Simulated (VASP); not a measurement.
Ag, 16 atoms in the cell. The cell holds a slab with vacuum, 16 atoms: a = 5.761 Å, b = 5.761 Å, c = 24.859 Å, α = 90.00°, β = 90.00°, γ = 90.00°. 

```yaml
Program: VASP 6.6.1
Task: single point
Functional: PBE
Dispersion: D3(BJ)
Potentials_or_basis: VASP PAW PBE potentials, release 64 (Ag)
Cutoff: 520 eV
k_mesh: 3 × 3 × 1
Occupations: gaussian, width 0.1 eV
Spin: no spin polarisation
Dipole_correction: yes
Further_INCAR_settings: LREAL = Auto; ALGO = Normal; EDIFF = 1e-06; NBANDS = 102
```

Potentials or basis: VASP PAW PBE potentials, release 64 (Ag).

Launch:

```console
$ cat potpaw_PBE.64/Ag/POTCAR > POTCAR
$ mpirun -np 1 vasp_std > vasp.out
```

Hardware: 1 thread of Intel(R) Xeon(R) 6975P-C (Granite Rapids) (shared host).

Question: Estimate the wall time of this run.

Answer: Run time: 12 min on 1 thread of Intel(R) Xeon(R) 6975P-C (Granite Rapids) (shared host), peak memory 0.91 GiB. Counts: scf iterations 26, k points 5.
